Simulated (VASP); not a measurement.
# Ca (I4/mmm) in VASP: further runs, part 2 of 2

VASP 6.6.1. The steps go on from the part before.

### 4 Single point, PBE

File INCAR:

```
PREC = Accurate
ENCUT = 500
EDIFF = 1E-6
ISMEAR = -5
SIGMA = 0.1
LREAL = False
LASPH = True
NELM = 120
ALGO = Normal
ISIF = 2
LWAVE = False
LCHARG = True
GGA = PE
LELF = True
LVHAR = True
NBANDS = 11
GGA_COMPAT = False
```

File KPOINTS:

```
regular mesh
0
Gamma
  6 6 6
```

File POSCAR:

```
Ca
1.0
   -2.2052049036      2.2052049036      2.1961148100
    2.2052049036     -2.2052049036      2.1961148100
    2.2052049036      2.2052049036     -2.1961148100
Ca
1
Direct
    0.5000000000      0.5000000000      0.0000000000
```

Potentials or basis: VASP PAW PBE potentials, release 64 (Ca_sv).

Command:

```bash
cat potpaw_PBE.64/Ca_sv/POTCAR > POTCAR
mpirun -np 1 vasp_std > vasp.out
```

OUTCAR:

```text
PREC = Accurate
   ENCUT = 500
   EDIFF = 1E-6
   ISMEAR = -5
   LREAL = False
   LASPH = True
   NELM = 120
   ISIF = 2
   GGA = PE

 ion  position               nearest neighbor table
   1  0.500  0.500  0.000-

  LATTYP: Found a body centered tetragonal cell.
 ALAT       =     4.4104098072
 C/A-ratio  =     0.9958778916

  Lattice vectors:

 A1 = (  -2.2052049036,   2.2052049036,   2.1961148100)
 A2 = (   2.2052049036,  -2.2052049036,   2.1961148100)
 A3 = (   2.2052049036,   2.2052049036,  -2.1961148100)

Analysis of symmetry for initial positions (statically):
=====================================================================
 Subroutine PRICEL returns:
 Original cell was already a primitive cell.

 Routine SETGRP: Setting up the symmetry group for a
 body centered tetragonal supercell.

 Subroutine GETGRP returns: Found 16 space group operations
 (whereof 16 operations were pure point group operations)
 out of a pool of 16 trial point group operations.

The static configuration has the point symmetry D_4h.

Analysis of symmetry for dynamics (positions and initial velocities):
=====================================================================
 Subroutine PRICEL returns:
 Original cell was already a primitive cell.

 Routine SETGRP: Setting up the symmetry group for a
 body centered tetragonal supercell.

 Subroutine GETGRP returns: Found 16 space group operations
 (whereof 16 operations were pure point group operations)
 out of a pool of 16 trial point group operations.

The dynamic configuration has the point symmetry D_4h.

 Subroutine INISYM returns: Found 16 space group operations
 (whereof 16 operations are pure point group operations),
 and found     1 'primitive' translations

----------------------------------------------------------------------------------------

[... 110 lines left out ...]
   IMIX   =      4    mixing-type and parameters
     AMIX     =   0.40;   BMIX     =  1.00
     AMIX_MAG =   1.60;   BMIX_MAG =  1.00
  volume/ion in A,a.u.               =      42.72       288.28
  Fermi-wavevector in a.u.,A,eV,Ry     =   1.008952  1.906643 13.850516  1.017984
  Thomas-Fermi vector in A             =   2.141851
   LORBIT       =      0    0 simple, 1 ext, 2 COOP (PROOUT), +10 PAW based schemes
   GGA     = PE    functional components
   LHFCALC =     F    Hartree Fock is set to
   AEXX    =    0.0000 exact exchange contribution
   IVDW    =     0    specifies the selected vdW correction
   LEPSILON=     F    determine dielectric tensor
   LRPA    =     F    only Hartree local field effects (RPA)
 non-spin polarized calculation
 Fermi weights with tetrahedron method with Bloechl corrections
  energy-cutoff  :      500.00
  volume of cell :       42.72
 maximum number of plane-waves:      1096
   NGX = 13   NGY = 13   NGZ = 13

 number of electron      10.0000001 magnetization

 Free energy of the ion-electron system (eV)
  ---------------------------------------------------
  ext. energy  EPLUGINS =         0.00000000
  ---------------------------------------------------
  free energy    TOTEN  =        -1.90057031 eV

  energy without entropy =       -1.90057031  energy(sigma->0) =       -1.90057031

 E-fermi :   2.0008     XC(G=0):  -7.6913

 val. band max:        2.1390458081   @ k =   0.3333   0.3333  -0.0000
 cond. band min:       1.9194731511   @ k =   0.5000   0.5000  -0.0000
 fundamental gap:     -0.2195726570
 Fermi energy:         2.0008289391

 k-point     1 :       0.0000    0.0000    0.0000
  band No.  band energies     occupation
      1     -40.0872      2.00000
      2     -21.0131      2.00000
      3     -21.0038      2.00000
      4     -21.0038      2.00000
      5      -2.0832      2.00000
      6       4.2544      0.00000
      7       4.2657      0.00000
      8       4.2657      0.00000
      9       5.2876      0.00000
     10       5.3185      0.00000
     11      12.0862      0.00000
[... 309 lines left out ...]
 k-point    24 :      -0.1667   -0.3333    0.1667
  band No.  band energies     occupation
      1     -40.0737      2.00000
      2     -21.1055      2.00000
      3     -21.0508      2.00000
      4     -21.0331      2.00000
      5       0.1468      2.00136
      6       3.0103     -0.02120
      7       3.8058      0.00000
      8       4.4773      0.00000
      9       5.5034      0.00000
     10       5.5354      0.00000
     11       8.5602      0.00000

 [... further k-points ...]
[... 5 lines left out ...]
  --------------------------------------------------------------------------------------
  -------------------------------------------------------------------------------------
  Total       -0.0801678     -0.0801678     -0.2123749      0.0000000      0.0000000      0.0000000
  in kB       -3.0067533     -3.0067533     -7.9652756      0.0000000      0.0000000      0.0000000
  external PRESSURE =      -4.6595940 kB  Pullay stress =       0.0000000 kB

 VOLUME and BASIS-vectors are now :
 -----------------------------------------------------------------------------
  energy-cutoff  :      500.00
  volume of cell :       42.72
      direct lattice vectors                 reciprocal lattice vectors
    -2.205204904  2.205204904  2.196114810     0.000000000  0.226736300  0.227674800
     2.205204904 -2.205204904  2.196114810     0.226736300  0.000000000  0.227674800
     2.205204904  2.205204904 -2.196114810     0.226736300  0.226736300  0.000000000

 POSITION                                       TOTAL-FORCE (eV/Angst)
 -----------------------------------------------------------------------------------
      0.00000      0.00000      2.19611         0.000000      0.000000     -0.000000
 -----------------------------------------------------------------------------------
    total drift:                                0.000000     -0.000000      0.000000

  FREE ENERGIE OF THE ION-ELECTRON SYSTEM (eV)
  ---------------------------------------------------
  free  energy   TOTEN  =        -1.9005703128 eV

  energy  without entropy=       -1.9005703128  energy(sigma->0) =       -1.90057031
```

OSZICAR:

```text
N       E                     dE             d eps       ncg     rms          rms(c)
DAV:   1     0.657829430058E+02    0.65783E+02   -0.53542E+03   660   0.788E+02
DAV:   2     0.142310087854E+01   -0.64360E+02   -0.63861E+02   723   0.215E+02
DAV:   3    -0.179325180437E+01   -0.32164E+01   -0.32068E+01  1182   0.388E+01
DAV:   4    -0.190670490061E+01   -0.11345E+00   -0.11355E+00   813   0.474E+00
DAV:   5    -0.190761879631E+01   -0.91390E-03   -0.91708E-03   934   0.513E-01    0.222E+00
DAV:   6    -0.190112659983E+01    0.64922E-02   -0.13420E-02   787   0.122E+00    0.136E+00
DAV:   7    -0.190189905456E+01   -0.77245E-03   -0.19660E-02   780   0.157E+00    0.105E-01
DAV:   8    -0.190059887968E+01    0.13002E-02   -0.21027E-03   820   0.456E-01    0.185E-02
DAV:   9    -0.190056437995E+01    0.34500E-04   -0.91511E-05   880   0.731E-02    0.524E-03
DAV:  10    -0.190056786813E+01   -0.34882E-05   -0.68221E-06   964   0.233E-02    0.953E-04
DAV:  11    -0.190056945780E+01   -0.15897E-05   -0.23254E-07   498   0.519E-03    0.128E-03
DAV:  12    -0.190057071350E+01   -0.12557E-05   -0.86611E-08   420   0.251E-03    0.346E-04
DAV:  13    -0.190057031279E+01    0.40071E-06   -0.19231E-08   408   0.980E-04
   1 F= -.19005703E+01 E0= -.19005703E+01  d E =0.000000E+00
```

Wall time 26 s (1 thread of Intel Xeon 8259CL, shared host); peak memory 0.16 GiB.

Results:

```
Free energy            : -1.9006 eV
Pressure               : -0.5 GPa
Band gap on the k mesh : zero (band 5 reaches 2.14 eV, above the bottom of band 6 at 1.92 eV)
```

Levels at points of the mesh, in eV from the Fermi level:
| k point | band 3 | band 4 | band 5 | band 6 | band 7 | band 8 |
| --- | --- | --- | --- | --- | --- | --- |
| (0.00, 0.00, 0.00) | -23.00 | -23.00 | -4.08 | 2.25 | 2.26 | 2.26 |
| (0.50, 0.00, 0.00) | -23.05 | -23.01 | -0.93 | -0.07 | 1.30 | 3.21 |
| (0.50, 0.50, 0.00) | -23.06 | -23.00 | -0.94 | -0.08 | 1.32 | 3.19 |
| (0.50, 0.50, 0.50) | -23.10 | -23.10 | 0.03 | 0.03 | 3.82 | 3.82 |

Caveat: tetrahedron occupations give inexact forces and stress in metals.

### 5 Single point, PBE

This run uses another cell than the first one, of 45.71 Å³/atom, 1.070 times its volume.

File INCAR:

```
ALGO = Normal
EDIFF = 1E-6
ENCUT = 500
GGA = PE
GGA_COMPAT = F
ISIF = 2
ISMEAR = 0
LASPH = T
LCHARG = F
LREAL = F
LWAVE = F
NBANDS = 11
NELM = 120
PREC = Accurate
SIGMA = 0.1
```

File KPOINTS:

```
k-points
0
Gamma
  6 6 6
```

File POSCAR:

```
Ca
1.0
   -2.2555036908      2.2555036908      2.2462062601
    2.2555036908     -2.2555036908      2.2462062601
    2.2555036908      2.2555036908     -2.2462062601
Ca
1
Direct
    0.5000000000      0.5000000000      0.0000000000
```

Potentials or basis: VASP PAW PBE potentials, release 64 (Ca_sv).

Command:

```bash
cat potpaw_PBE.64/Ca_sv/POTCAR > POTCAR
mpirun -np 1 vasp_std > vasp.out
```

OUTCAR:

```text
EDIFF = 1E-6
   ENCUT = 500
   GGA = PE
   ISIF = 2
   ISMEAR = 0
   LASPH = T
   LREAL = F
   NELM = 120
   PREC = Accurate

 ion  position               nearest neighbor table
   1  0.500  0.500  0.000-

  LATTYP: Found a body centered tetragonal cell.
 ALAT       =     4.5110073816
 C/A-ratio  =     0.9958778916

  Lattice vectors:

 A1 = (  -2.2555036908,   2.2555036908,   2.2462062601)
 A2 = (   2.2555036908,  -2.2555036908,   2.2462062601)
 A3 = (   2.2555036908,   2.2555036908,  -2.2462062601)

Analysis of symmetry for initial positions (statically):
[... 509 lines left out ...]
      6       2.7158      0.00000
      7       3.4475      0.00000
      8       4.0740      0.00000
      9       5.0059      0.00000
     10       5.0369      0.00000
     11       7.8320      0.00000

 [... further k-points ...]
[... 5 lines left out ...]
  --------------------------------------------------------------------------------------
  -------------------------------------------------------------------------------------
  Total       -0.3178201     -0.3178201     -0.3144551      0.0000000      0.0000000      0.0000000
  in kB      -11.1402588    -11.1402588    -11.0223068      0.0000000      0.0000000      0.0000000
  external PRESSURE =     -11.1009414 kB  Pullay stress =       0.0000000 kB

 VOLUME and BASIS-vectors are now :
 -----------------------------------------------------------------------------
  energy-cutoff  :      500.00
  volume of cell :       45.71
      direct lattice vectors                 reciprocal lattice vectors
    -2.255503691  2.255503691  2.246206260     0.000000000  0.221679974  0.222597545
     2.255503691 -2.255503691  2.246206260     0.221679974  0.000000000  0.222597545
     2.255503691  2.255503691 -2.246206260     0.221679974  0.221679974  0.000000000

 POSITION                                       TOTAL-FORCE (eV/Angst)
 -----------------------------------------------------------------------------------
      0.00000      0.00000      2.24621        -0.000000     -0.000000     -0.000000
 -----------------------------------------------------------------------------------
    total drift:                                0.000000     -0.000000      0.000000

  FREE ENERGIE OF THE ION-ELECTRON SYSTEM (eV)
  ---------------------------------------------------
  free  energy   TOTEN  =        -1.9007763250 eV

  energy  without entropy=       -1.8910593657  energy(sigma->0) =       -1.89591785
```

Wall time 21 s (1 thread of Intel Xeon 8259CL, shared host); peak memory 0.16 GiB.

What came out:

```yaml
Free_energy: -1.9008 eV
Pressure: -1.1 GPa
Band_gap_on_the_k_mesh: zero (band 5 reaches 1.86 eV, above the bottom of band 6 at 1.60 eV)
```

Levels at points of the mesh, in eV from the Fermi level:
```csv
k point,band 3,band 4,band 5,band 6,band 7,band 8
"(0.00, 0.00, 0.00)",-23.21,-23.21,-3.94,2.14,2.16,2.16
"(0.50, 0.00, 0.00)",-23.24,-23.21,-0.88,-0.10,1.28,3.02
"(0.50, 0.50, 0.00)",-23.24,-23.20,-0.89,-0.11,1.30,3.00
"(0.50, 0.50, 0.50)",-23.28,-23.28,0.11,0.12,3.58,3.58
```

### 6 Overview

```tsv
level	cell	smearing	gap on the mesh (eV)	pressure (GPa)
PBEsol	a = 3.814 Å, angles 109.4, 109.4, 109.7°, 1 atom	methfessel-paxton 0.1 eV	none	-0.8
PBE+D3(BJ)	a = 3.814 Å, angles 109.4, 109.4, 109.7°, 1 atom	gaussian 0.1 eV	none	-1.0
PBE	a = 3.814 Å, angles 109.4, 109.4, 109.7°, 1 atom	tetrahedron	none	-0.5
PBE	a = 3.901 Å, angles 109.4, 109.4, 109.7°, 1 atom	gaussian 0.1 eV	none	-1.1
```

Alike in all rows: task single point; potentials or basis VASP PAW PBE potentials, release 64 (Ca_sv); no spin polarisation; k mesh 6 × 6 × 6; cutoff (eV) 500.

Every run on the cell as given and a fine mesh finds a metal. The pressure there spans -1.0 GPa (PBE+D3(BJ)) to -0.5 GPa (PBE); a positive pressure means that this level wants a larger cell, a negative one a smaller.

Caveats: the PAW data sets were made with another functional, which shifts forces and pressure a little (some runs); pairwise dispersion overbinds metals, which lowers pressure and volume (some runs); tetrahedron occupations give inexact forces and stress in metals (some runs).

Absolute energies hang on the potentials; compare differences alone.
